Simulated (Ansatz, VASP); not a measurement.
# One calculation of TaN, two programs

The input INCAR:

```
PREC     = Accurate       # precision mode
ENCUT    = 520            # plane-wave cutoff, eV
EDIFF    = 1E-6           # SCF threshold, eV
ISMEAR   = 0              # smearing method
SIGMA    = 0.15           # smearing width, eV
LREAL    = F              # projectors in reciprocal space
LASPH    = T              # aspherical terms in the spheres
NELM     = 100            # most SCF steps
ALGO     = Normal         # electronic algorithm
ISIF     = 2              # what is computed and relaxed
LWAVE    = F              # write WAVECAR
LCHARG   = T              # write CHGCAR
GGA      = PS             # functional
LELF     = T              # ELF
LVHAR    = T            
NBANDS   = 15             # bands
```

File KPOINTS:

```
Automatic mesh
0
Gamma
  18 18 16
```

File POSCAR:

```
TaN
1.0
    2.8875000000      0.0000000000      0.0000000000
   -1.4437500000      2.5006483534      0.0000000000
    0.0000000000      0.0000000000      2.9066000000
Ta N
1 1
Direct
    0.3333333333      0.6666666667      0.5000000000
    0.0000000000      0.0000000000      0.0000000000
```

Input for Ansatz:

```yaml
crystal:
  lattice:
    - [2.8875, 0.0, 0.0]
    - [-1.44375, 2.5006483534, 0.0]
    - [0.0, 0.0, 2.9066]
  atoms:
    - { symbol: Ta, position: [0.3333333333, 0.6666666667, 0.5] }
    - { symbol: "N", position: [0.0, 0.0, 0.0] }
basis:
  ecutwfc: 520.0
kpoints:
  mp_grid: { grid: [18, 18, 16] }
hamiltonian:
  xc: pbesol
scf:
  occupations: { method: gaussian, width: 0.15 }
output:
  forces: true
  stress: true
  eigenvalues: true
  write_density: true
  write_potential: true
  elf: true
  volumetric_format: npy
```

Alike in both runs: task single point; functional PBEsol; k mesh 18 × 18 × 16; occupations gaussian, width 0.15 eV; no spin polarisation.

```csv
,VASP,Ansatz
version,VASP 6.6.1,Ansatz 0.2.0
potentials or method,"VASP PAW PBE potentials, release 64 (Ta_pv, N), cutoff 520 eV","scalar-relativistic, plane waves, PAW"
valence electrons in the cell,16,18
```

|  | VASP | Ansatz | Ansatz less VASP |
| --- | --- | --- | --- |
| gap on the k mesh at the Fermi level (eV) | none | none | - |
| pressure (GPa) | 5.1 | 4.2 | -0.90 |
| traceless stress, the component that is largest in VASP (GPa) | -10.59 | -10.73 | -0.138 |

VASP's potentials were made for PBE, not for PBEsol. A gap of «none» marks a metal or a gap that the smearing closes. With one functional, cell and mesh, what is left measures potentials, basis and numerics. VASP's potentials hold 16 valence electrons a cell and Ansatz's 18, so a difference there can come from the potentials and not from the codes.

Neither program's run includes spin-orbit coupling.
